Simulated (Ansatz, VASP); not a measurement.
One calculation of Al4Co3, two programs

File INCAR:

```
SYSTEM = Al4Co3
PREC = Accurate ; ENCUT = 520
EDIFF = 1E-6 ; ISMEAR = -1
SIGMA = 0.05 ; LREAL = .FALSE.
LASPH = .TRUE. ; NELM = 150
ALGO = Normal ; ISIF = 2
LWAVE = .FALSE. ; LCHARG = .TRUE.
ISPIN = 2 ; MAGMOM = 0 0 0 0 2 2 2
LORBIT = 11 ; LMAXMIX = 4
LDIPOL = .TRUE. ; IDIPOL = 3
DIPOL = 0.5 0.5 0.500 ; GGA = PE
LELF = .TRUE. ; LVHAR = .TRUE.
LVACPOTAV = .TRUE. ; NBANDS = 32
```

The input KPOINTS:

```
regular mesh
0
G
  9 9 1
  0 0 0
```

The input POSCAR:

```
Al4Co3
1.0
    2.8194032100      0.0000000000      0.0000000000
    0.0000000000      2.8194032100      0.0000000000
    0.0000000000      0.0000000000     23.4582096300
Al Co
4 3
Direct
    0.0000000000      0.0000000000      0.3197174941
    0.0000000000      0.0000000000      0.4399058314
    0.0000000000      0.0000000000      0.5600941686
    0.0000000000      0.0000000000      0.6802825059
    0.5000000000      0.5000000000      0.3798116628
    0.5000000000      0.5000000000      0.5000000000
    0.5000000000      0.5000000000      0.6201883372
```

File input.yaml:

```yaml
crystal:
  lattice:
    - [2.81940321, 0.0, 0.0]
    - [0.0, 2.81940321, 0.0]
    - [0.0, 0.0, 23.45820963]
  atoms:
    - { symbol: Al, position: [0.0, 0.0, 0.3197174941] }
    - { symbol: Co, position: [0.5, 0.5, 0.3798116628], spin: 2.0 }
    - { symbol: Al, position: [0.0, 0.0, 0.4399058314] }
    - { symbol: Co, position: [0.5, 0.5, 0.5], spin: 2.0 }
    - { symbol: Al, position: [0.0, 0.0, 0.5600941686] }
    - { symbol: Co, position: [0.5, 0.5, 0.6201883372], spin: 2.0 }
    - { symbol: Al, position: [0.0, 0.0, 0.6802825059] }
hamiltonian:
  xc: pbe
  pseudopotentials: { kind: paw }
magnetization:
  spin_polarized: true
kpoints:
  mp_grid: { grid: [9, 9, 1] }
scf:
  occupations: { method: fermi_dirac, width: 0.05 }
output:
  forces: true
  eigenvalues: true
  write_density: true
  write_potential: true
  elf: true
  volumetric_format: npy
efield:
  axis: 3
  dipole_correction: true
  ramp_width: 0.04
```

Alike in both runs: task single point; functional PBE; k mesh 9 × 9 × 1; occupations fermi-dirac, width 0.05 eV; collinear spin.

```csv
,VASP,Ansatz
version,VASP 6.6.1,Ansatz 0.2.0
potentials or method,"VASP PAW PBE potentials, release 64 (Al, Co)",Ansatz PAW
plane-wave cutoff (eV),520,420
valence electrons in the cell,39,63
```

|  | VASP | Ansatz | Ansatz less VASP |
| --- | --- | --- | --- |
| gap on the k mesh at the Fermi level (eV) | none | none | - |
| rms of the force components (eV/Å) | 0.227 | 0.229 | +0.0016 |
| net moment per atom (μB) | 0.17 | 0.17 | +0.001 |
| size of the moment on the site where the two differ most (μB) | 0.46 | 0.47 | +0.009 |
| work function, face that differs most (eV) | 3.89 | 3.89 | -0.002 |

Site moments also hang on the region over which each program counts them. A gap of «none» marks a metal or a gap that the smearing closes. With one functional, cell and mesh, what is left measures potentials, basis and numerics. VASP's potentials hold 39 valence electrons a cell and Ansatz's 63, so a difference there can come from the potentials and not from the codes.
